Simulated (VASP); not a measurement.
Bi, 1 atom in the cell. The cell holds a single atom in a box, 1 atom: a = 14.000 Å, b = 14.400 Å, c = 14.800 Å, α = 90.00°, β = 90.00°, γ = 90.00°. 

| Quantity | Value |
| --- | --- |
| Program | VASP 6.6.1 |
| Task | single point |
| Functional | RPBE |
| Potentials or basis | VASP PAW PBE potentials, release 64 (Bi_d) |
| Cutoff | 400 eV |
| k mesh | 1 × 1 × 1 |
| Occupations | fermi-dirac, width 0.01 eV |
| Spin | collinear spin |
| Starting moments | [5.0] μB |
| Dipole correction | no |
| Further INCAR settings | ALGO = Normal; EDIFF = 1e-06; NBANDS = 18; ISYM = 0 |

Potentials or basis: VASP PAW PBE potentials, release 64 (Bi_d).

Launch:

```console
$ cat potpaw_PBE.64/Bi_d/POTCAR > POTCAR
$ mpirun -np 1 vasp_gam > vasp.out
```

Hardware: 1 thread of Intel(R) Xeon(R) Platinum 8259CL CPU @ 2.50GHz (Skylake/Cascade Lake) (shared host).

**Question.** How long does it take, and how much memory?

**Answer.** Wall time 6.9 min on 1 thread of Intel(R) Xeon(R) Platinum 8259CL CPU @ 2.50GHz (Skylake/Cascade Lake), on a shared host, peak memory 1.9 GiB. Counts: scf iterations 25, k points 1.
